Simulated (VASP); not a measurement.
A run of VASP 6.6.1:

File INCAR:

```
SYSTEM = Ni
PREC = Accurate
ENCUT = 600
EDIFF = 1E-6
ISMEAR = -1
SIGMA = 0.1
LREAL = .FALSE.
LASPH = .TRUE.
NELM = 200
ALGO = Normal
ISIF = 2
LWAVE = .FALSE.
LCHARG = .FALSE.
ISPIN = 2
MAGMOM = -0.664 -0.664
LORBIT = 11
LMAXMIX = 4
GGA = B5
ALDAX = 1.0
AGGAX = 1.0
AGGAC = 1.0
ALDAC = 0.0
NBANDS = 21
GGA_COMPAT = .FALSE.
```

The input KPOINTS:

```
regular mesh
0
G
  6 6 5
  0 0 0
```

POSCAR

```
Ni
1.0
    2.5246512077      0.0000000000      0.0000000000
    0.0000000000      2.5246512077      0.0000000000
    0.0000000000      0.0000000000      3.5720159582
Ni
2
Direct
    0.0000000000      0.0000000000      0.0000000000
    0.5000000000      0.5000000000      0.5000000000
```

Potentials or basis: VASP PAW PBE potentials, release 64 (Ni).

Command:

```bash
$ cat potpaw_PBE.64/Ni/POTCAR > POTCAR
$ mpirun -np 1 vasp_std > vasp.out
```

Hardware: 1 thread of Intel(R) Xeon(R) Platinum 8259CL CPU @ 2.50GHz (Skylake/Cascade Lake), on a shared host.

Estimate the wall time of this run.

It took 45 s on 1 thread of Intel(R) Xeon(R) Platinum 8259CL CPU @ 2.50GHz (Skylake/Cascade Lake), with other jobs on the host, peak memory 0.15 GiB. Counts: scf iterations 13, k points 30.
